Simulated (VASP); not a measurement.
Ir: single point with PBE

Ir:

```xyz
2
Lattice="2.5555 0.0000 0.0000 -1.2777 2.2131 0.0000 0.0000 0.0000 4.4530" Properties=species:S:1:pos:R:3 pbc="T T T"
Ir    1.2778    0.7377    3.3397
Ir    0.0000    1.4754    1.1132
```

```json
{"Program": "VASP 6.6.1", "Task": "single point", "Functional": "PBE", "Potentials or basis": "VASP PAW PBE potentials, release 64 (Ir)", "Cutoff": "520 eV", "k mesh": "18 × 18 × 10", "Occupations": "gaussian, width 0.15 eV", "Spin": "no spin polarisation"}
```

The pressure is 76.7 GPa. The band gap on the k mesh is zero (band 9 reaches 14.39 eV, above the bottom of band 10 at 9.87 eV).

Stress tensor (GPa, compression positive):
```
92.18  0.00  0.00
 0.00 92.18  0.00
 0.00  0.00 45.65
```

Levels at points of the mesh, in eV from the Fermi level:
| k point | band 7 | band 8 | band 9 | band 10 | band 11 | band 12 |
| --- | --- | --- | --- | --- | --- | --- |
| (0.00, 0.00, 0.00) | -3.88 | -2.01 | -2.01 | -1.78 | 0.52 | 0.52 |
| (0.50, 0.00, 0.00) | -3.58 | 0.97 | 1.61 | 1.95 | 3.73 | 5.40 |
| (0.00, 0.00, 0.50) | -4.47 | -4.47 | -0.35 | -0.35 | -0.35 | -0.35 |
| (0.50, 0.00, 0.50) | -1.07 | -1.07 | 1.80 | 1.80 | 2.35 | 2.35 |

Run time: 30 s on 1 thread of Intel(R) Xeon(R) 6975P-C (Granite Rapids), on a shared host, peak memory 0.2 GiB.

Caveat: spin-orbit coupling is left out, which moves the levels of the heavy elements.
